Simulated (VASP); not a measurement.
Write the native input for VASP 6.6.1 that does the following.

| Quantity | Value |
| --- | --- |
| Task | single point |
| Functional | PBE |
| Dispersion | D3(BJ) |
| Potentials or basis | VASP PAW PBE potentials, release 64 (Ba_sv, O) |
| Cutoff | 520 eV |
| k mesh | 2 × 2 × 2 |
| Occupations | gaussian, width 0.1 eV |
| Spin | no spin polarisation |
| Dipole correction | no |
| Further INCAR settings | LREAL = Auto; ALGO = Normal; EDIFF = 1e-06; NBANDS = 97 |

The structure of Ba16O (a cell with a defect) lies in POSCAR:

```
Ba16O
1.0
   10.0400000000      0.0000000000      0.0000000000
    0.0000000000     10.0400000000      0.0000000000
    0.0000000000      0.0000000000     10.0400000000
Ba O
16 1
Direct
    0.0252473108      0.0002028884     -0.0015048805
    0.4746777888      0.0003050797     -0.0015791833
   -0.0037918327      0.4885308765      0.0020438247
   -0.0007025896     -0.0040500996      0.5068515936
    0.2499615538      0.2453234064      0.2546762948
    0.5037400398      0.4884872510      0.0020385458
    0.5006500996     -0.0040155378      0.5068580677
    0.7499437251      0.2433444223      0.2559871514
   -0.0030567729      0.5052498008      0.4969856574
    0.2500103586      0.7654869522      0.2275045817
    0.2499876494      0.2612237052      0.7383975100
    0.5029899402      0.5052161355      0.4969852590
    0.7499018924      0.7522574701      0.2463665339
    0.7499721116      0.2498467131      0.7455662351
    0.2499763944      0.7546796813      0.7735287849
    0.7499031873      0.7457394422      0.7548943227
    0.2499788845      0.9197082669      0.0355564741
```

One way to write it, as run:

INCAR

```
SYSTEM = Ba16O
  ALGO = Normal
  EDIFF = 1E-6
  ENCUT = 520
  GGA = PE
  ISIF = 2
  ISMEAR = 0
  IVDW = 12
  LASPH = .TRUE.
  LCHARG = .FALSE.
  LREAL = Auto
  LWAVE = .FALSE.
  NBANDS = 97
  NELM = 80
  PREC = Accurate
  SIGMA = 0.1
```

KPOINTS

```
k-points
0
G
  2 2 2
  0 0 0
```

Potentials or basis: VASP PAW PBE potentials, release 64 (Ba_sv, O).

Command:

```bash
$ cat potpaw_PBE.64/Ba_sv/POTCAR potpaw_PBE.64/O/POTCAR > POTCAR
$ mpirun -np 1 vasp_std > vasp.out
```

Results of the run:

| Item | Value |
| --- | --- |
| Pressure | -0.2 GPa |
| Largest force | 0.333 eV/Å |
| Band gap on the k mesh | zero (bands 83 and 84 overlap by 0.44 eV) |
| Dispersion energy per atom | -0.192 eV |

Caveat: spin-orbit coupling is left out, which moves the levels of the heavy elements.

Run time: 15 min on 1 thread of Intel(R) Xeon(R) Platinum 8488C (Sapphire Rapids), with other jobs on the host, peak memory 1.2 GiB.
